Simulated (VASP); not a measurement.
# Te (Fd-3m) in VASP: further runs

Runs on Te. Level: BLYP. Tasks: single point.

All numbers are computed with VASP 6.6.1; they aren't measurements. Logs are shortened: lines on timing, memory, paths and dates and some standing lists are left out, and cuts for length are marked.

## (1) The cell of the first run

Symmetry: Fd-3m, No. 227, cubic system. Conventional cell: a = 7.067 Å, b = 7.067 Å, c = 7.067 Å, α = 90.00°, β = 90.00°, γ = 90.00°. Te (site symmetry -43m) has 4 Te at 3.06 Å within 4.0 Å.

## (2) Single point, BLYP (volume scaled by 0.88)

Contents of INCAR:

```
AGGAC = 1.0
AGGAX = 1.0
ALDAC = 0.0
ALDAX = 1.0
ALGO = Normal
EDIFF = 1E-7
ENCUT = 520
GGA = B5
ISIF = 2
ISMEAR = -1
LASPH = T
LCHARG = T
LELF = T
LREAL = F
LVHAR = T
LWAVE = F
NBANDS = 13
NELM = 100
PREC = Accurate
SIGMA = 0.1
```

Contents of KPOINTS:

```
k-points
0
Gamma
  8 8 8
```

Contents of POSCAR:

```
Te
1.0
    0.0000000000      3.5335466134      3.5335466134
    3.5335466134      0.0000000000      3.5335466134
    3.5335466134      3.5335466134      0.0000000000
Te
2
Direct
    0.1250000000      0.1250000000      0.1250000000
    0.8750000000      0.8750000000      0.8750000000
```

Potentials or basis: VASP PAW PBE potentials, release 64 (Te).

Command:

```bash
cat potpaw_PBE.64/Te/POTCAR > POTCAR
mpirun -np 1 vasp_std > vasp.out
```

OUTCAR:

```text
EDIFF = 1E-7
   ENCUT = 520
   GGA = B5
   ISIF = 2
   ISMEAR = -1
   LASPH = T
   LREAL = F
   NELM = 100
   PREC = Accurate

 ion  position               nearest neighbor table
   1  0.125  0.125  0.125-   2 3.06   2 3.06   2 3.06   2 3.06
   2  0.875  0.875  0.875-   1 3.06   1 3.06   1 3.06   1 3.06

  LATTYP: Found a face centered cubic cell.
 ALAT       =     7.0670932268

  Lattice vectors:

 A1 = (   0.0000000000,   3.5335466134,   3.5335466134)
 A2 = (   3.5335466134,   0.0000000000,   3.5335466134)
 A3 = (   3.5335466134,   3.5335466134,   0.0000000000)

Analysis of symmetry for initial positions (statically):
=====================================================================
 Subroutine PRICEL returns:
 Original cell was already a primitive cell.

 Routine SETGRP: Setting up the symmetry group for a
 face centered cubic supercell.

 Subroutine GETGRP returns: Found 48 space group operations
 (whereof 12 operations were pure point group operations)
 out of a pool of 48 trial point group operations.

The static configuration has the point symmetry D_3d.
 The point group associated with its full space group is O_h .

Analysis of symmetry for dynamics (positions and initial velocities):
=====================================================================
 Subroutine PRICEL returns:
 Original cell was already a primitive cell.

 Routine SETGRP: Setting up the symmetry group for a
 face centered cubic supercell.

 Subroutine GETGRP returns: Found 48 space group operations
 (whereof 12 operations were pure point group operations)
 out of a pool of 48 trial point group operations.

The dynamic configuration has the point symmetry D_3d.
 The point group associated with its full space group is O_h .

 Subroutine INISYM returns: Found 48 space group operations
 (whereof 12 operations are pure point group operations),
 and found     1 'primitive' translations

----------------------------------------------------------------------------------------

                                     Primitive cell

  volume of cell :      88.2394

  direct lattice vectors                    reciprocal lattice vectors
     0.000000000  3.533546613  3.533546613    -0.141500893  0.141500893  0.141500893
     3.533546613  0.000000000  3.533546613     0.141500893 -0.141500893  0.141500893
     3.533546613  3.533546613  0.000000000     0.141500893  0.141500893 -0.141500893

  length of vectors
     4.997189544  4.997189544  4.997189544     0.245086735  0.245086735  0.245086735

  position of ions in fractional coordinates (direct lattice)
     0.125000000  0.125000000  0.125000000
     0.875000000  0.875000000  0.875000000

  ion indices of the primitive-cell ions
   primitive index   ion index
                 1           1
                 2           2

----------------------------------------------------------------------------------------

 KPOINTS: k-points

Automatic generation of k-mesh.
 Grid dimensions read from file:
 generate k-points for:    8    8    8

 Generating k-lattice:

  Cartesian coordinates                     Fractional coordinates (reciprocal lattice)
    -0.017687612  0.017687612  0.017687612     0.125000000  0.000000000  0.000000000
     0.017687612 -0.017687612  0.017687612     0.000000000  0.125000000  0.000000000
     0.017687612  0.017687612 -0.017687612     0.000000000  0.000000000  0.125000000

  Length of vectors
     0.030635842  0.030635842  0.030635842

  Shift w.r.t. Gamma in fractional coordinates (k-lattice)
     0.000000000  0.000000000  0.000000000

 Subroutine IBZKPT returns following result:
 ===========================================

 Found     29 irreducible k-points:

 Following reciprocal coordinates:
            Coordinates               Weight
  0.000000  0.000000  0.000000      1.000000
  0.125000  0.000000  0.000000      8.000000
  0.250000  0.000000  0.000000      8.000000
  0.375000  0.000000  0.000000      8.000000
  0.500000  0.000000  0.000000      4.000000
  0.125000  0.125000  0.000000      6.000000
[... 16 lines left out ...]
  0.500000  0.250000  0.125000     48.000000
 -0.375000  0.250000  0.125000     24.000000
 [... further k-points ...]
   k-points           NKPTS =     29   k-points in BZ     NKDIM =     29   number of bands    NBANDS=     13
   number of dos      NEDOS =    301   number of ions     NIONS =      2
   total plane-waves  NPLWV =  64000
   dimension x,y,z NGX =    40 NGY =   40 NGZ =   40
   dimension x,y,z NGXF=    80 NGYF=   80 NGZF=   80
   ions per type =               2
   NGX,Y,Z   is equivalent  to a cutoff of  13.31, 13.31, 13.31 a.u.
   NGXF,Y,Z  is equivalent  to a cutoff of  26.61, 26.61, 26.61 a.u.
 SYSTEM =  unknown system
   PREC   = accura    normal or accurate (medium, high low for compatibility)
   ISTART =      0    job   : 0-new  1-cont  2-samecut
   ICHARG =      2    charge: 1-file 2-atom 10-const
   ISPIN  =      1    spin polarized calculation?
   LNONCOLLINEAR =      F non collinear calculations
   LSORBIT =      F    spin-orbit coupling
   LASPH  =      T    aspherical Exc in radial PAW
   ENCUT  =  520.0 eV  38.22 Ry    6.18 a.u.   9.29  9.29  9.29*2*pi/ulx,y,z
   NELM   =    100;   NELMIN=  2; NELMDL= -5     # of ELM steps
   EDIFF  = 0.1E-06   stopping-criterion for ELM
   LREAL  =      F    real-space projection
   EDIFFG = 0.1E-05   stopping-criterion for IOM
   NSW    =      0    number of steps for IOM
   IBRION =     -1    ionic relax: 0-MD 1-quasi-New 2-CG
   NFREE  =      0    steps in history (QN), initial steepest desc. (CG)
   ISIF   =      2    stress and relaxation
   ISYM   =      2    0-nonsym 1-usesym 2-fastsym
   POTIM  = 0.5000    time-step for ionic-motion
   TEBEG  =    0.0;   TEEND  =   0.0 temperature during run
   PSTRESS=    0.0 pullay stress
   NELECT =      12.0000    total number of electrons
   NUPDOWN=      -1.0000    fix difference up-down
   EMIN   =  10.00;   EMAX   =-10.00  energy-range for DOS
   EFERMI =   0.00;   METHOD = LEGACY
   ISMEAR =    -1;   SIGMA  =   0.10  broadening in eV -4-tet -1-fermi 0-gaus
   EFERMI_NEDOS =   21; number of points for ismear=-14 and -15
   IALGO  =     38    algorithm
   IMIX   =      4    mixing-type and parameters
     AMIX     =   0.40;   BMIX     =  1.00
     AMIX_MAG =   1.60;   BMIX_MAG =  1.00
  volume/ion in A,a.u.               =      44.12       297.73
  Fermi-wavevector in a.u.,A,eV,Ry     =   0.841875  1.590914  9.643183  0.708754
  Thomas-Fermi vector in A             =   1.956491
   LORBIT       =      0    0 simple, 1 ext, 2 COOP (PROOUT), +10 PAW based schemes
   GGA     = B5    functional components
   LHFCALC =     F    Hartree Fock is set to
   AEXX    =    0.0000 exact exchange contribution
   IVDW    =     0    specifies the selected vdW correction
   LEPSILON=     F    determine dielectric tensor
   LRPA    =     F    only Hartree local field effects (RPA)
 non-spin polarized calculation
  energy-cutoff  :      520.00
  volume of cell :       88.24
 maximum number of plane-waves:      2421
 NGX is ok and might be reduce to    40
   NGX = 19   NGY = 19   NGZ = 19

 number of electron      11.9999999 magnetization

 Free energy of the ion-electron system (eV)
  ---------------------------------------------------
  ext. energy  EPLUGINS =         0.00000000
  ---------------------------------------------------
  free energy    TOTEN  =        -4.41586032 eV

  energy without entropy =       -4.34970828  energy(sigma->0) =       -4.38278430

 E-fermi :   4.1169     XC(G=0):  -7.2335

 val. band max:        4.1106314935   @ k =  -0.3750   0.2500   0.0000
 cond. band min:       4.1462363369   @ k =   0.5000   0.1250   0.0000
 fundamental gap:      0.0356048434
 Fermi energy:         4.1168715459

 k-point     1 :       0.0000    0.0000    0.0000
  band No.  band energies     occupation
      1      -9.0795      2.00000
      2      -4.5253      2.00000
      3       1.0397      2.00000
      4       1.0397      2.00000
      5       1.0397      2.00000
      6       3.3829      1.99870
      7       3.3829      1.99870
      8       3.3829      1.99870
      9       7.9164      0.00000
     10      10.1340      0.00000
     11      10.1340      0.00000
     12      11.6299      0.00000
     13      11.6299      0.00000

 k-point     2 :       0.1250    0.0000    0.0000
  band No.  band energies     occupation
      1      -8.9916      2.00000
      2      -4.7628      2.00000
      3       0.9190      2.00000
      4       0.9190      2.00000
      5       0.9995      2.00000
      6       3.5664      1.99190
      7       3.5664      1.99190
      8       3.5964      1.98908
      9       8.3175      0.00000
     10       9.8320      0.00000
     11       9.8320      0.00000
     12      11.3571      0.00000
     13      12.3339      0.00000

 k-point     3 :       0.2500    0.0000    0.0000
  band No.  band energies     occupation
      1      -8.7455      2.00000
      2      -5.3330      2.00000
      3       0.6815      2.00000
      4       0.6815      2.00000
      5       0.8401      2.00000
      6       3.9419      1.70384
      7       3.9419      1.70384
      8       4.2844      0.31538
      9       9.0772      0.00000
     10       9.6552      0.00000
     11       9.6552      0.00000
     12      11.1921      0.00000
     13      13.6056      0.00000
[... 305 lines left out ...]
 k-point    23 :       0.5000    0.2500    0.1250
  band No.  band energies     occupation
      1      -8.1844      2.00000
      2      -6.2869      2.00000
      3      -0.3296      2.00000
      4       0.2027      2.00000
      5       1.8946      2.00000
      6       3.7268      1.96036
      7       4.9152      0.00068
      8       5.2740      0.00002
      9       9.1379      0.00000
     10       9.4553      0.00000
     11      10.7428      0.00000
     12      11.7282      0.00000
     13      12.8410      0.00000

 k-point    24 :      -0.3750    0.2500    0.1250
  band No.  band energies     occupation
      1      -7.9820      2.00000
      2      -6.5669      2.00000
      3      -0.4415      2.00000
      4       0.1241      2.00000
      5       1.9151      2.00000
      6       4.0011      1.52176
      7       4.9483      0.00049
      8       5.4987      0.00000
      9       8.9002      0.00000
     10       9.7718      0.00000
     11      10.6404      0.00000
     12      11.4276      0.00000
     13      12.7619      0.00000

 [... further k-points ...]
[... 5 lines left out ...]
  --------------------------------------------------------------------------------------
  -------------------------------------------------------------------------------------
  Total        2.1386073      2.1386073      2.1386073     -0.0000000     -0.0000000     -0.0000000
  in kB       38.8310525     38.8310525     38.8310525     -0.0000000     -0.0000000     -0.0000000
  external PRESSURE =      38.8310525 kB  Pullay stress =       0.0000000 kB

 VOLUME and BASIS-vectors are now :
 -----------------------------------------------------------------------------
  energy-cutoff  :      520.00
  volume of cell :       88.24
      direct lattice vectors                 reciprocal lattice vectors
     0.000000000  3.533546613  3.533546613    -0.141500893  0.141500893  0.141500893
     3.533546613  0.000000000  3.533546613     0.141500893 -0.141500893  0.141500893
     3.533546613  3.533546613  0.000000000     0.141500893  0.141500893 -0.141500893

 POSITION                                       TOTAL-FORCE (eV/Angst)
 -----------------------------------------------------------------------------------
      0.88339      0.88339      0.88339         0.000000     -0.000000     -0.000000
      6.18371      6.18371      6.18371        -0.000000      0.000000      0.000000
 -----------------------------------------------------------------------------------
    total drift:                                0.000000      0.000000     -0.000000

  FREE ENERGIE OF THE ION-ELECTRON SYSTEM (eV)
  ---------------------------------------------------
  free  energy   TOTEN  =        -4.4158603239 eV

  energy  without entropy=       -4.3497082773  energy(sigma->0) =       -4.38278430
```

It took 27 s on 1 thread of Intel Xeon 6975P-C (Granite Rapids), shared host; peak memory 0.23 GiB.

What came out:

```
Free energy            : -4.4159 eV
Pressure               : 3.9 GPa
Band gap on the k mesh : zero (band 6 reaches 4.35 eV, above the bottom of band 7 at 3.38 eV)
```

Caveat: the PAW data sets were made with another functional, which shifts forces and pressure a little; spin-orbit coupling is left out, which moves the levels of the heavy elements.

## (3) Single point, BLYP (volume scaled by 0.92)

Contents of INCAR:

```
SYSTEM = Te
PREC     = Accurate       ! precision mode
ENCUT    = 520            ! plane-wave cutoff, eV
EDIFF    = 1E-6           ! SCF threshold, eV
ISMEAR   = -1             ! smearing method
SIGMA    = 0.1            ! smearing width, eV
LREAL    = .False.        ! projectors in reciprocal space
LASPH    = .True.         ! aspherical terms in the spheres
NELM     = 80             ! most SCF steps
ALGO     = Normal         ! electronic algorithm
ISIF     = 2              ! what is computed and relaxed
LWAVE    = .False.        ! write WAVECAR
LCHARG   = .False.        ! write CHGCAR
GGA      = B5             ! functional
ALDAX    = 1.0          
AGGAX    = 1.0          
AGGAC    = 1.0          
ALDAC    = 0.0          
NBANDS   = 13             ! bands
```

Contents of KPOINTS:

```
regular mesh
0
Gamma
  8 8 8
  0 0 0
```

Contents of POSCAR:

```
Te
1.0
    0.0000000000      3.5862938916      3.5862938916
    3.5862938916      0.0000000000      3.5862938916
    3.5862938916      3.5862938916      0.0000000000
Te
2
Direct
    0.1250000000      0.1250000000      0.1250000000
    0.8750000000      0.8750000000      0.8750000000
```

Potentials or basis: VASP PAW PBE potentials, release 64 (Te).

Command:

```bash
cat potpaw_PBE.64/Te/POTCAR > POTCAR
mpirun -np 1 vasp_std > vasp.out
```

Wall time 23 s (1 thread of Intel Xeon 6975P-C (Granite Rapids), shared host); peak memory 0.23 GiB.

Results (log left out):

```yaml
Free_energy: -4.4932 eV
Pressure: 2.4 GPa
Band_gap_on_the_k_mesh: zero (band 6 reaches 3.93 eV, above the bottom of band 7 at 3.01 eV)
```

Levels at points of the mesh, in eV from the Fermi level:
| k point | band 4 | band 5 | band 6 | band 7 | band 8 | band 9 |
| --- | --- | --- | --- | --- | --- | --- |
| (0.00, 0.00, 0.00) | -2.94 | -2.94 | -0.67 | -0.67 | -0.67 | 3.83 |
| (0.50, 0.00, 0.00) | -3.52 | -3.41 | 0.25 | 0.25 | 1.47 | 5.65 |
| (0.50, 0.50, 0.00) | -4.14 | -1.58 | -1.58 | 1.86 | 1.86 | 5.22 |

Caveat: the PAW data sets were made with another functional, which shifts forces and pressure a little; spin-orbit coupling is left out, which moves the levels of the heavy elements.

## (4) Single point, BLYP (volume scaled by 0.96)

Contents of INCAR:

```
PREC = Accurate
ENCUT = 520
EDIFF = 1E-6
ISMEAR = -1
SIGMA = 0.1
LREAL = F
LASPH = T
NELM = 100
ALGO = Normal
ISIF = 2
LWAVE = F
LCHARG = T
GGA = B5
ALDAX = 1.0
AGGAX = 1.0
AGGAC = 1.0
ALDAC = 0.0
LELF = T
LVHAR = T
NBANDS = 13
```

Contents of KPOINTS:

```
Automatic mesh
0
Gamma
  8 8 8
```

Contents of POSCAR:

```
Te
1.0
    0.0000000000      3.6375335843      3.6375335843
    3.6375335843      0.0000000000      3.6375335843
    3.6375335843      3.6375335843      0.0000000000
Te
2
Direct
    0.1250000000      0.1250000000      0.1250000000
    0.8750000000      0.8750000000      0.8750000000
```

Command:

```bash
cat potpaw_PBE.64/Te/POTCAR > POTCAR
mpirun -np 1 vasp_std > vasp.out
```

Wall time 23 s (1 thread of Intel Xeon 6975P-C (Granite Rapids), shared host); peak memory 0.24 GiB.

Results (log left out):

```
Free energy            : -4.5361 eV
Pressure               : 1.1 GPa
Band gap on the k mesh : zero (band 6 reaches 3.54 eV, above the bottom of band 7 at 2.67 eV)
```

Levels at points of the mesh, in eV from the Fermi level:
```csv
k point,band 2,band 3,band 4,band 5,band 6,band 7,band 8,band 9,band 10,band 11
"(0.00, 0.00, 0.00)",-8.84,-2.80,-2.80,-2.80,-0.61,-0.61,-0.61,3.86,6.11,6.11
"(0.50, 0.00, 0.00)",-10.21,-3.36,-3.36,-3.28,0.26,0.26,1.33,5.69,5.77,6.42
"(0.50, 0.50, 0.00)",-11.15,-3.94,-3.94,-1.52,-1.52,1.74,1.74,5.21,5.21,7.71
```

Caveat: the PAW data sets were made with another functional, which shifts forces and pressure a little; spin-orbit coupling is left out, which moves the levels of the heavy elements.

[end of part 1 of 2]
